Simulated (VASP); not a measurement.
## CuI: single point with B3LYP

Crystal: CuI.

```
I Cu
1.0
     0.00000    3.11971    3.11971
     3.11971    0.00000    3.11971
     3.11971    3.11971    0.00000
I Cu
1 1
Direct
  0.00000 0.00000 0.00000
  0.75000 0.75000 0.75000
```

```json
{
 "Program": "VASP 6.6.1",
 "Task": "single point",
 "Functional": "B3LYP",
 "Potentials or basis": "VASP PAW PBE potentials, release 64 (I, Cu)",
 "Cutoff": "520 eV",
 "k mesh": "4 × 4 × 4",
 "Occupations": "fermi-dirac, width 0.05 eV",
 "Spin": "no spin polarisation"
}
```

- Pressure: -0.1 GPa
- Band gap on the k mesh: 2.77 eV

Levels at points of the mesh, in eV from the valence-band top:
| k point | band 7 | band 8 | band 9 | band 10 | band 11 | band 12 |
| --- | --- | --- | --- | --- | --- | --- |
| (0.00, 0.00, 0.00) | 0.00 | 0.00 | 0.00 | 2.77 | 6.85 | 6.85 |
| (0.50, 0.00, 0.00) | -2.00 | -0.69 | -0.69 | 3.92 | 7.34 | 7.34 |
| (0.50, 0.50, 0.00) | -1.91 | -1.60 | -1.60 | 4.61 | 4.72 | 10.68 |

Wall time 11 min on 1 thread of Intel(R) Xeon(R) Platinum 8488C (Sapphire Rapids), with other jobs on the host, peak memory 0.21 GiB.

Caveat: the k points lie up to 0.44 Å⁻¹ apart; the PAW data sets were made with another functional, which shifts forces and pressure a little; spin-orbit coupling is left out, which moves the levels of the heavy elements.
